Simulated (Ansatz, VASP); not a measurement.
## One calculation of LaMg, two programs

The input INCAR:

```
PREC = Accurate
ENCUT = 520
EDIFF = 1E-6
ISMEAR = 1
SIGMA = 0.2
LREAL = False
LASPH = True
NELM = 60
ALGO = Normal
ISIF = 2
LWAVE = False
LCHARG = False
LDIPOL = True
IDIPOL = 3
DIPOL = 0.5 0.5 0.500
GGA = PS
NBANDS = 36
```

KPOINTS

```
regular mesh
0
Gamma
  9 6 1
```

POSCAR

```
LaMg
1.0
    3.9055988220      0.0000000000      0.0000000000
    0.0000000000      5.5233508233      0.0000000000
    0.0000000000      0.0000000000     23.2850262350
La Mg
4 4
Direct
    0.0000000000      0.5000000000      0.3220954069
    0.0000000000      0.0000000000      0.4406984690
    0.0000000000      0.5000000000      0.5593015310
    0.0000000000      0.0000000000      0.6779045931
    0.5000000000      0.0000000000      0.3220954069
    0.5000000000      0.5000000000      0.4406984690
    0.5000000000      0.0000000000      0.5593015310
    0.5000000000      0.5000000000      0.6779045931
```

Input for Ansatz:

```yaml
crystal:
  lattice:
    - [3.905598822, 0.0, 0.0]
    - [0.0, 5.5233508233, 0.0]
    - [0.0, 0.0, 23.285026235]
  atoms:
    - { symbol: La, position: [0.0, 0.5, 0.3220954069] }
    - { symbol: Mg, position: [0.5, 0.0, 0.3220954069] }
    - { symbol: La, position: [0.0, 0.0, 0.440698469] }
    - { symbol: Mg, position: [0.5, 0.5, 0.440698469] }
    - { symbol: La, position: [0.0, 0.5, 0.559301531] }
    - { symbol: Mg, position: [0.5, 0.0, 0.559301531] }
    - { symbol: La, position: [0.0, 0.0, 0.6779045931] }
    - { symbol: Mg, position: [0.5, 0.5, 0.6779045931] }
basis:
  ecutwfc: 420
kpoints:
  mp_grid: { grid: [9, 6, 1] }
hamiltonian:
  xc: pbesol
scf:
  occupations: { method: methfessel_paxton, width: 0.2 }
output:
  forces: true
  stress: true
  eigenvalues: true
efield:
  axis: 3
  dipole_correction: true
  ramp_width: 0.04
```

Alike in both runs: task single point; functional PBEsol; k mesh 9 × 6 × 1; occupations methfessel-paxton of order 1, width 0.2 eV; no spin polarisation.

|  | VASP | Ansatz |
| --- | --- | --- |
| version | VASP 6.6.1 | Ansatz 0.2.0 |
| potentials or method | VASP PAW PBE potentials, release 64 (La, Mg), cutoff 520 eV | scalar-relativistic, plane waves, PAW |
| valence electrons in the cell | 52 | 84 |

|  | VASP | Ansatz | Ansatz less VASP |
| --- | --- | --- | --- |
| gap on the k mesh at the Fermi level (eV) | none | none | - |
| rms of the force components (eV/Å) | 0.066 | 0.065 | -0.0006 |

VASP's potentials were made for PBE, not for PBEsol. A gap of «none» marks a metal or a gap that the smearing closes. VASP's potentials hold 52 valence electrons a cell and Ansatz's 84, so a difference there can come from the potentials and not from the codes.

Neither program's run includes spin-orbit coupling.
